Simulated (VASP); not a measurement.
# Zr (Fm-3m) in VASP: notebook, part 2 of 2

VASP 6.6.1. The steps go on from the part before.

### 3 Single point, HSE06, non-collinear spin, zero start, spin-orbit coupling

POSCAR reads:

```
Zr
1.0
    0.0000000000      2.2550000000      2.2550000000
    2.2550000000      0.0000000000      2.2550000000
    2.2550000000      2.2550000000      0.0000000000
Zr
1
Direct
    0.0000000000      0.0000000000      0.0000000000
```

INCAR.step1 reads:

```
PREC     = Accurate       # precision mode
ENCUT    = 400            # plane-wave cutoff, eV
EDIFF    = 1E-5           # SCF threshold, eV
ISMEAR   = 0              # smearing method
SIGMA    = 0.1            # smearing width, eV
LREAL    = False          # projectors in reciprocal space
LASPH    = True           # aspherical terms in the spheres
NELM     = 200            # most SCF steps
ALGO     = Normal         # electronic algorithm
ISIF     = 2              # what is computed and relaxed
LWAVE    = True           # write WAVECAR
LCHARG   = False          # write CHGCAR
MAGMOM   = 0 0 0          # initial moments
LORBIT   = 11             # projections on sites
LSORBIT  = True           # spin-orbit coupling
GGA_COMPAT= False        
LORBMOM  = True         
LMAXMIX  = 4              # l up to which the mixer works
GGA      = PE             # functional
NBANDS   = 23             # bands
KPAR     = 4
```

INCAR.step2 reads:

```
PREC     = Accurate       # precision mode
ENCUT    = 400            # plane-wave cutoff, eV
EDIFF    = 1E-6           # SCF threshold, eV
ISMEAR   = 0              # smearing method
SIGMA    = 0.1            # smearing width, eV
LREAL    = False          # projectors in reciprocal space
LASPH    = True           # aspherical terms in the spheres
NELM     = 200            # most SCF steps
ALGO     = Normal         # electronic algorithm
ISIF     = 2              # what is computed and relaxed
LWAVE    = False          # write WAVECAR
LCHARG   = False          # write CHGCAR
MAGMOM   = 0 0 0          # initial moments
LORBIT   = 11             # projections on sites
LSORBIT  = True           # spin-orbit coupling
GGA_COMPAT= False        
LORBMOM  = True         
LMAXMIX  = 4              # l up to which the mixer works
GGA      = PE             # functional
LHFCALC  = True           # exact exchange
HFSCREEN = 0.2079         # screening, 1/A
PRECFOCK = Normal       
ISTART   = 1            
NBANDS   = 23             # bands
KPAR     = 4
```

KPOINTS reads:

```
regular mesh
0
Gamma
  7 7 7
```

Potentials or basis: VASP PAW PBE potentials, release 64 (Zr_sv).

On the command line:

```
$ cat potpaw_PBE.64/Zr_sv/POTCAR > POTCAR
$ cp INCAR.step1 INCAR
$ mpirun -np 4 vasp_ncl > vasp.out
$ cp INCAR.step2 INCAR
$ mpirun -np 4 vasp_ncl > vasp.out
```

OUTCAR:

```text
PREC = Accurate
   ENCUT = 400
   EDIFF = 1E-6
   ISMEAR = 0
   LREAL = False
   LASPH = True
   NELM = 200
   ISIF = 2
   LORBIT = 11
   LSORBIT = True
   GGA = PE
   LHFCALC = True
   HFSCREEN = 0.2079
   PRECFOCK = Normal
   ISTART = 1

 ion  position               nearest neighbor table
   1  0.000  0.000  0.000-

  LATTYP: Found a face centered cubic cell.
 ALAT       =     4.5100000000

  Lattice vectors:

 A1 = (   0.0000000000,   2.2550000000,   2.2550000000)
 A2 = (   2.2550000000,   0.0000000000,   2.2550000000)
 A3 = (   2.2550000000,   2.2550000000,   0.0000000000)

Analysis of symmetry for initial positions (statically):
=====================================================================
 Subroutine PRICEL returns:
 Original cell was already a primitive cell.

 Routine SETGRP: Setting up the symmetry group for a
 face centered cubic supercell.

 Subroutine GETGRP returns: Found 48 space group operations
 (whereof 48 operations were pure point group operations)
 out of a pool of 48 trial point group operations.

The static configuration has the point symmetry O_h .

Analysis of symmetry for dynamics (positions and initial velocities):
=====================================================================
 Subroutine PRICEL returns:
 Original cell was already a primitive cell.

 Routine SETGRP: Setting up the symmetry group for a
 face centered cubic supercell.

 Subroutine GETGRP returns: Found 48 space group operations
 (whereof 48 operations were pure point group operations)
 out of a pool of 48 trial point group operations.

The dynamic configuration has the point symmetry O_h .
[... 697 lines left out ...]
  --------------------------------------------------------------------------------------
  -------------------------------------------------------------------------------------
  Total        0.2625154      0.2625154      0.2625154      0.0000000     -0.0000000      0.0000000
  in kB       18.3398498     18.3398498     18.3398498      0.0000000     -0.0000000      0.0000000
  external PRESSURE =      18.3398498 kB  Pullay stress =       0.0000000 kB

 VOLUME and BASIS-vectors are now :
 -----------------------------------------------------------------------------
  energy-cutoff  :      400.00
  volume of cell :       22.93
      direct lattice vectors                 reciprocal lattice vectors
     0.000000000  2.255000000  2.255000000    -0.221729490  0.221729490  0.221729490
     2.255000000  0.000000000  2.255000000     0.221729490 -0.221729490  0.221729490
     2.255000000  2.255000000  0.000000000     0.221729490  0.221729490 -0.221729490

 POSITION                                       TOTAL-FORCE (eV/Angst)
 -----------------------------------------------------------------------------------
      0.00000      0.00000      0.00000        -0.000000      0.000000     -0.000000
 -----------------------------------------------------------------------------------
    total drift:                                0.000000      0.000000      0.000000

  FREE ENERGIE OF THE ION-ELECTRON SYSTEM (eV)
  ---------------------------------------------------
  free  energy   TOTEN  =        -9.7762466057 eV

  energy  without entropy=       -9.7650496303  energy(sigma->0) =       -9.77064812

 orbital moment (x)

 # of ion     p       d       tot
 ----------------------------------------
  1        -0.000  -0.000  -0.000
 ----------------------------------------
           -0.000  -0.000  -0.000

 orbital moment (y)

 # of ion     p       d       tot
 ----------------------------------------
  1        -0.000  -0.000  -0.000
 ----------------------------------------
           -0.000  -0.000  -0.000

 orbital moment (z)

 # of ion     p       d       tot
 ----------------------------------------
  1        -0.000  -0.000  -0.000
 ----------------------------------------
           -0.000  -0.000  -0.000

 Spin-Orbit-Coupling matrix elements

 Ion:    1  E_soc:     -0.1416949
 l=   1
     0.0000000    -0.0230012    -0.0230012
    -0.0230012     0.0000000    -0.0230012
    -0.0230012    -0.0230012     0.0000000
 l=   2
     0.0000000    -0.0001148     0.0000000    -0.0001148    -0.0004998
    -0.0001148     0.0000000    -0.0003749    -0.0001148    -0.0001250
     0.0000000    -0.0003749     0.0000000    -0.0003749     0.0000000
    -0.0001148    -0.0001148    -0.0003749     0.0000000    -0.0001250
    -0.0004998    -0.0001250     0.0000000    -0.0001250     0.0000000
 l=   3
     0.0000000     0.0000000     0.0000000     0.0000000     0.0000000     0.0000000     0.0000000
     0.0000000     0.0000000     0.0000000     0.0000000     0.0000000     0.0000000     0.0000000
     0.0000000     0.0000000     0.0000000     0.0000000     0.0000000     0.0000000     0.0000000
     0.0000000     0.0000000     0.0000000     0.0000000     0.0000000     0.0000000     0.0000000
     0.0000000     0.0000000     0.0000000     0.0000000     0.0000000     0.0000000     0.0000000
     0.0000000     0.0000000     0.0000000     0.0000000     0.0000000     0.0000000     0.0000000
     0.0000000     0.0000000     0.0000000     0.0000000     0.0000000     0.0000000     0.0000000

 total charge

# of ion       s       p       d       tot
------------------------------------------
    1        2.231   5.975   1.565   9.771

 magnetization (x)

# of ion       s       p       d       tot
------------------------------------------
    1       -0.000   0.000   0.000   0.000

 magnetization (y)

# of ion       s       p       d       tot
------------------------------------------
    1        0.000  -0.000   0.000  -0.000

 magnetization (z)

# of ion       s       p       d       tot
------------------------------------------
    1       -0.000   0.000   0.000  -0.000
```

OUTCAR.step1:

```text
PREC = Accurate
   ENCUT = 400
   EDIFF = 1E-5
   ISMEAR = 0
   LREAL = False
   LASPH = True
   NELM = 200
   ISIF = 2
   LORBIT = 11
[... 805 lines left out ...]

 total charge

# of ion       s       p       d       tot
------------------------------------------
    1        2.230   5.961   1.650   9.841

 magnetization (x)

# of ion       s       p       d       tot
------------------------------------------
    1        0.000   0.000  -0.000  -0.000

 magnetization (y)

# of ion       s       p       d       tot
------------------------------------------
    1       -0.000   0.000  -0.000  -0.000

 magnetization (z)

# of ion       s       p       d       tot
------------------------------------------
    1        0.000   0.000  -0.000   0.000
```

OSZICAR.step1:

```text
N       E                     dE             d eps       ncg     rms          rms(c)
DAV:   1     0.902308682681E+02    0.90231E+02   -0.58096E+03   920   0.870E+02
DAV:   2    -0.330440326917E+01   -0.93535E+02   -0.90812E+02  1112   0.286E+02
DAV:   3    -0.879011490898E+01   -0.54857E+01   -0.54149E+01  1650   0.490E+01
DAV:   4    -0.887514268688E+01   -0.85028E-01   -0.85001E-01  1041   0.600E+00
DAV:   5    -0.887619154256E+01   -0.10489E-02   -0.10488E-02  1294   0.552E-01    0.104E+01
DAV:   6    -0.858725907316E+01    0.28893E+00   -0.36416E-01  1068   0.594E+00    0.412E+00
DAV:   7    -0.853198436980E+01    0.55275E-01   -0.23095E-01  1186   0.427E+00    0.780E-01
DAV:   8    -0.853553667842E+01   -0.35523E-02   -0.16818E-02  1209   0.115E+00    0.617E-01
DAV:   9    -0.853592941551E+01   -0.39274E-03   -0.12719E-03  1155   0.416E-01    0.104E-01
DAV:  10    -0.853588855245E+01    0.40863E-04   -0.80981E-05  1188   0.924E-02    0.239E-02
DAV:  11    -0.853587719314E+01    0.11359E-04   -0.91644E-06   959   0.253E-02    0.406E-03
DAV:  12    -0.853587713525E+01    0.57885E-07   -0.56828E-07   565   0.783E-03
   1 F= -.85358771E+01 E0= -.85296555E+01  d E =-.124432E-01  mag=     0.0000    -0.0000    -0.0000
```

It took 16 min on 4 MPI ranks of Intel Xeon Platinum 8259CL at 2.50GHz (Skylake/Cascade Lake), shared host; peak memory 0.28 GiB.

Results:

```
Free energy                                           : -9.7762 eV
Pressure                                              : 1.8 GPa
Net moment                                            : 0.00 μB per cell
Valence electrons inside the program's atomic spheres : Zr 9.77
```

Moments on the atoms (μB; x, y, z):
```
Zr  0.00 0.00 0.00
```

Caveat: the PAW data sets were made with another functional, which shifts forces and pressure a little.
